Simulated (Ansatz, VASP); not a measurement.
Si2C: VASP beside Ansatz

Contents of INCAR:

```
PREC     = Accurate       # precision mode
ENCUT    = 600            # plane-wave cutoff, eV
EDIFF    = 1E-7           # SCF threshold, eV
ISMEAR   = 0              # smearing method
SIGMA    = 0.1            # smearing width, eV
LREAL    = False          # projectors in reciprocal space
LASPH    = True           # aspherical terms in the spheres
NELM     = 80             # most SCF steps
ALGO     = Normal         # electronic algorithm
ISIF     = 3              # what is computed and relaxed
LWAVE    = False          # write WAVECAR
LCHARG   = False          # write CHGCAR
GGA      = PE             # functional
IBRION   = 2              # ionic algorithm
NSW      = 100            # ionic steps
EDIFFG   = -0.01          # ionic threshold
```

The input KPOINTS:

```
regular mesh
0
Gamma
  10 10 8
```

POSCAR

```
Si2C
1.0
    3.9495047698      0.0000000000      0.0000000000
    0.0000000000      3.9495047698      0.0000000000
    0.0000000000      0.0000000000      4.8281492350
Si C
4 2
Direct
    0.5000000000      0.0000000000      0.2559650400
    0.0000000000      0.5000000000      0.2559650400
    0.5000000000      0.0000000000      0.7440349600
    0.0000000000      0.5000000000      0.7440349600
    0.5000000000      0.5000000000      0.1567390038
    0.5000000000      0.5000000000      0.8432609962
```

Input for Ansatz:

```yaml
crystal:
  lattice:
    - [3.9495044585, 0.0, 0.0]
    - [0.0, 3.9495044585, 0.0]
    - [0.0, 0.0, 4.828149871]
  atoms:
    - { symbol: Si, position: [0.5, 0.0, 0.2559650442] }
    - { symbol: Si, position: [0.0, 0.5, 0.2559650442] }
    - { symbol: Si, position: [0.5, 0.0, 0.7440349558] }
    - { symbol: Si, position: [0.0, 0.5, 0.7440349558] }
    - { symbol: C, position: [0.5, 0.5, 0.1567389386] }
    - { symbol: C, position: [0.5, 0.5, 0.8432610614] }
basis:
  ecutwfc: 420
kpoints:
  mp_grid: { grid: [10, 10, 8] }
hamiltonian:
  xc: pbe
scf:
  occupations: { method: gaussian, width: 0.1 }
output:
  forces: true
  stress: true
  eigenvalues: true
relax:
  adjacent_minimum: "off"
  f_tol: 0.01
  max_steps: 80
  cell: { stress_tol: 0.05 }
```

Alike in both runs: task relaxation of cell and atoms; functional PBE; k mesh 10 × 10 × 8; occupations gaussian, width 0.1 eV; no spin polarisation.

|  | VASP | Ansatz |
| --- | --- | --- |
| version | VASP 6.6.1 | Ansatz 0.2.0 |
| potentials or method | VASP PAW PBE potentials, release 64 (Si, C), cutoff 600 eV | scalar-relativistic, plane waves, PAW |
| valence electrons in the cell | 24 | 24 |

|  | VASP | Ansatz | Ansatz less VASP |
| --- | --- | --- | --- |
| gap on the k mesh at the Fermi level, each at its own relaxed structure (eV) | none | none | - |
| relaxed volume (Å³/atom) | 12.57 | 12.58 | +0.009 |
| relaxed length of the cell vector where the two differ most in proportion (Å) | 4.864 | 4.866 | +0.0019 |

A gap of «none» marks a metal or a gap that the smearing closes.
